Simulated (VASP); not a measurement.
Set up this calculation in VASP 6.6.1, as the native input.

- Task: density of states
- Functional: PBEsol
- Potentials or basis: VASP PAW PBE potentials, release 64 (Sr_sv)
- Cutoff: 520 eV
- k mesh: 11 × 11 × 11
- Occupations: fermi-dirac, width 0.05 eV
- Spin: no spin polarisation
- Dipole correction: no
- k mesh for the DOS: 17 × 17 × 17
- Occupations for the DOS: tetrahedron
- Further INCAR settings: ALGO = Normal; EDIFF = 1e-06; NBANDS = 11

Crystal: Sr.

```
Sr
1.0
     0.00000    2.38081    2.38081
     2.38081    0.00000    2.38081
     2.38081    2.38081    0.00000
Sr
1
Direct
  0.00000 0.00000 0.00000
```

This cell differs from its parent crystal: volume scaled by 0.52.

One way to write it, as run:

POSCAR

```
Sr
1.0
    0.0000000000      2.3808132222      2.3808132222
    2.3808132222      0.0000000000      2.3808132222
    2.3808132222      2.3808132222      0.0000000000
Sr
1
Direct
    0.0000000000      0.0000000000      0.0000000000
```

INCAR.step1

```
  PREC = Accurate
  ENCUT = 520
  EDIFF = 1E-6
  ISMEAR = -1
  SIGMA = 0.05
  LREAL = F
  LASPH = T
  NELM = 60
  ALGO = Normal
  ISIF = 2
  LWAVE = F
  LCHARG = T
  GGA = PS
  NBANDS = 11
```

KPOINTS.step1

```
Automatic mesh
0
Gamma
  11 11 11
```

INCAR.step2

```
  PREC = Accurate
  ENCUT = 520
  EDIFF = 1E-6
  ISMEAR = -5
  SIGMA = 0.05
  LREAL = F
  LASPH = T
  NELM = 60
  ALGO = Normal
  ISIF = 2
  LWAVE = F
  LCHARG = F
  GGA = PS
  LORBIT = 11
  NBANDS = 11
  NEDOS = 2001
  ICHARG = 11
```

KPOINTS.step2

```
Automatic mesh
0
Gamma
  17 17 17
```

Potentials or basis: VASP PAW PBE potentials, release 64 (Sr_sv).

Run with:

```bash
$ cat potpaw_PBE.64/Sr_sv/POTCAR > POTCAR
$ cp INCAR.step1 INCAR
$ cp KPOINTS.step1 KPOINTS
$ mpirun -np 1 vasp_std > vasp.out
$ cp INCAR.step2 INCAR
$ cp KPOINTS.step2 KPOINTS
$ mpirun -np 1 vasp_std > vasp.out
```

Results of the run:

```
Valence electrons inside the program's atomic spheres : Sr 8.20
```

Wall time 48 s on 1 thread of Intel(R) Xeon(R) Platinum 8259CL CPU @ 2.50GHz (Skylake/Cascade Lake) (shared host), peak memory 0.18 GiB.
